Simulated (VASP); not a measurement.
Write the native input for VASP 6.6.1 that does the following.

```
Task                   : single point
Functional             : PBE
Potentials or basis    : VASP PAW PBE potentials, release 64 (B, N)
Cutoff                 : 520 eV
k mesh                 : 16 × 16 × 16
Occupations            : fermi-dirac, width 0.08 eV
Spin                   : no spin polarisation
Dipole correction      : no
Further INCAR settings : ALGO = Normal; EDIFF = 1e-06; NBANDS = 11
```

The structure of BN (CsCl type) lies in POSCAR:

```
BN
1.0
    1.9142876009      0.0000000000      0.0000000000
    0.0000000000      1.9142876009      0.0000000000
    0.0000000000      0.0000000000      1.9142876009
B N
1 1
Direct
    0.0000000000      0.0000000000      0.0000000000
    0.5000000000      0.5000000000      0.5000000000
```

The input as run:

INCAR

```
ALGO     = Normal         # electronic algorithm
EDIFF    = 1E-6           # SCF threshold, eV
ENCUT    = 520            # plane-wave cutoff, eV
GGA      = PE             # functional
ISIF     = 2              # what is computed and relaxed
ISMEAR   = -1             # smearing method
LASPH    = T              # aspherical terms in the spheres
LCHARG   = T              # write CHGCAR
LELF     = T              # ELF
LREAL    = F              # projectors in reciprocal space
LVHAR    = T            
LWAVE    = F              # write WAVECAR
NBANDS   = 11             # bands
NELM     = 80             # most SCF steps
PREC     = Accurate       # precision mode
SIGMA    = 0.08           # smearing width, eV
```

KPOINTS

```
k-points
0
Gamma
  16 16 16
```

Potentials or basis: VASP PAW PBE potentials, release 64 (B, N).

Launch:

```bash
$ cat potpaw_PBE.64/B/POTCAR potpaw_PBE.64/N/POTCAR > POTCAR
$ mpirun -np 1 vasp_std > vasp.out
```

It gave:

The pressure is 441.0 GPa and the band gap on the k mesh is zero (band 4 reaches 20.45 eV, above the bottom of band 5 at 14.46 eV).

Run time: 8.7 s on 1 thread of Intel(R) Xeon(R) Platinum 8488C (Sapphire Rapids), on a shared host, peak memory 0.11 GiB.
